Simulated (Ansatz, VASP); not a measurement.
Two plane-wave programs on MgO

```xyz
2
Lattice="0.0211 2.1085 2.1085 2.1085 0.0211 2.1085 2.1296 2.1296 0.0000" Properties=species:S:1:pos:R:3 pbc="T T T"
Mg    0.0000    0.0000    0.0000
O     2.1296    2.1296    2.1085
```

Alike in both runs: task single point; functional LDA; k mesh 8 × 8 × 8; occupations fermi-dirac, width 0.02 eV; no spin polarisation.

|  | VASP | Ansatz |
| --- | --- | --- |
| version | VASP 6.6.1 | Ansatz 0.2.0 |
| potentials or method | VASP PAW LDA potentials, release 64 (Mg, O), cutoff 600 eV | plane waves, PAW |
| valence electrons in the cell | 8 | 16 |

|  | VASP | Ansatz | Ansatz less VASP |
| --- | --- | --- | --- |
| pressure (GPa) | -8.5 | -6.5 | +1.98 |
| traceless stress, the component that is largest in VASP (GPa) | -2.96 | -2.93 | +0.038 |

LDA's correlation is that of Perdew and Zunger in VASP and of Perdew and Wang (1992) in Ansatz. VASP's potentials hold 8 valence electrons a cell and Ansatz's 16, so a difference there can come from the potentials and not from the codes.
